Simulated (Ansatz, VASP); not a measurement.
Given: the input of a run of VASP 6.6.1 on TiCo.

The input INCAR:

```
PREC = Accurate
ENCUT = 600
EDIFF = 1E-6
ISMEAR = -1
SIGMA = 0.05
LREAL = F
LASPH = T
NELM = 200
ALGO = Normal
ISIF = 2
LWAVE = F
LCHARG = T
ISPIN = 2
MAGMOM = 2 1
LORBIT = 11
NUPDOWN = 3.0
LMAXMIX = 4
GGA = PS
LELF = T
LVHAR = T
NBANDS = 26
GGA_COMPAT = F
```

Contents of KPOINTS:

```
Automatic mesh
0
Gamma
  8 8 8
```

File POSCAR:

```
TiCo
1.0
    2.9861109900      0.0000000000      0.0000000000
    0.0000000000      2.9861109900      0.0000000000
    0.0000000000      0.0000000000      2.9861109900
Co Ti
1 1
Direct
    0.5000000000      0.5000000000      0.5000000000
    0.0000000000      0.0000000000      0.0000000000
```

Potentials or basis: VASP PAW PBE potentials, release 64 (Co_sv, Ti_sv).

Command:

```bash
$ cat potpaw_PBE.64/Co_sv/POTCAR potpaw_PBE.64/Ti_sv/POTCAR > POTCAR
$ mpirun -np 1 vasp_std > vasp.out
```

Problem. Set up the same calculation for Ansatz 0.2.0. Potentials there: Ansatz PAW.

Solution. As run (the cutoff follows the program's own potentials):

input.yaml

```yaml
crystal:
  lattice:
    - [2.98611099, 0.0, 0.0]
    - [0.0, 2.98611099, 0.0]
    - [0.0, 0.0, 2.98611099]
  atoms:
    - { symbol: Co, position: [0.5, 0.5, 0.5], spin: 2.0 }
    - { symbol: Ti, position: [0.0, 0.0, 0.0], spin: 1.0 }
hamiltonian:
  xc: pbesol
  pseudopotentials: { kind: paw }
magnetization:
  spin_polarized: true
  initial_magnetization: 3.0
  spin_locking: { lock_magnetization: hard }
kpoints:
  mp_grid: { grid: [8, 8, 8] }
scf:
  occupations: { method: fermi_dirac, width: 0.05 }
  lower_state_search: "off"
output:
  forces: true
  stress: true
  eigenvalues: true
```

Potentials or basis: Ansatz PAW.

Run with:

```bash
$ ansatz run input.yaml --threads 2 --pin off --max-ram 5632MiB --backend cpu --events-out ev --progress --plain --runs-dir out
```

Both were run:

|  | VASP | Ansatz | Ansatz less VASP |
| --- | --- | --- | --- |
| pressure (GPa) | 3.4 | 5.0 | +1.64 |
| net moment per atom (μB) | 1.50 | 1.50 | 0.000 |
| size of the moment on the site where the two differ most (μB) | 1.75 | 1.87 | +0.115 |

VASP's potentials were made for PBE, not for PBEsol. Site moments also hang on the region over which each program counts them.
